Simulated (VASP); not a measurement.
Crystal: Na2C.

```
CELL_PARAMETERS angstrom
-1.68877 1.68877 4.14276
1.68877 -1.68877 4.14276
1.68877 1.68877 -4.14276
ATOMIC_POSITIONS crystal
Na 0.66500 0.66500 0.00000
Na 0.33500 0.33500 0.00000
C 0.00000 0.00000 0.00000
```

| Property | Result |
| --- | --- |
| Program | VASP 6.6.1 |
| Task | relaxation of cell and atoms |
| Functional | PBE |
| Potentials or basis | VASP PAW PBE potentials, release 64 (Na_pv, C) |
| Cutoff | 600 eV |
| k mesh | 8 × 8 × 8 |
| Occupations | gaussian, width 0.1 eV |
| Spin | collinear spin |
| Starting moments | [0.0, 0.0, 0.43] μB |

At the start: pressure 1.0 GPa; volume 15.75 Å³/atom.

**Question.** How do energy, volume and symmetry change on relaxing?

**Answer.** Over 15 steps the energy falls by 62.9 meV/atom and the volume is 18.51 Å³/atom (+17.5 %); space group I4/mmm (No. 139, to 0.1 Å) before and after; moment 0.47 μB per cell.

The path:
| step | energy change (eV) | largest force (eV/Å) | pressure (GPa) | volume (Å³) |
| --- | --- | --- | --- | --- |
| 1 | 0.0000 | 0.7458 | 0.96 | 47.26 |
| 2 | -0.0549 | 0.5001 | 0.59 | 47.90 |
| 3 | -0.0875 | 0.0404 | 0.05 | 49.06 |
| 4 | -0.0880 | 0.0977 | 0.13 | 48.93 |
| 5 | -0.0954 | 0.0866 | 0.00 | 49.12 |
| 6 | -0.1126 | 0.0582 | -0.22 | 49.66 |
| 7 | -0.1363 | 0.0112 | -0.21 | 50.62 |
| 8 | -0.1620 | 0.1810 | 1.11 | 52.08 |
| 9 | -0.1767 | 0.0512 | 0.40 | 53.60 |
| 10 | -0.1828 | 0.0948 | -0.44 | 55.54 |
| 11 | -0.1829 | 0.0822 | -0.37 | 55.36 |
| 12 | -0.1851 | 0.0900 | -0.31 | 55.54 |
| 13 | -0.1867 | 0.0973 | -0.24 | 55.78 |
| 14 | -0.1869 | 0.0996 | -0.20 | 55.88 |
| 15 | -0.1886 | 0.0229 | 0.15 | 55.52 |

Final structure:
```xyz
3
Lattice="-1.5935 1.5935 5.4664 1.5935 -1.5935 5.4664 1.5935 1.5935 -5.4664" Properties=species:S:1:pos:R:3 pbc="T T T"
Na    0.0000    0.0000    6.8138
Na    0.0000    0.0000    4.1189
C     0.0000    0.0000    0.0000
```

Caveat: the volume moved by over 15 % at a fixed basis, so the end points are rough; a moment this small can come from the mesh or the smearing.
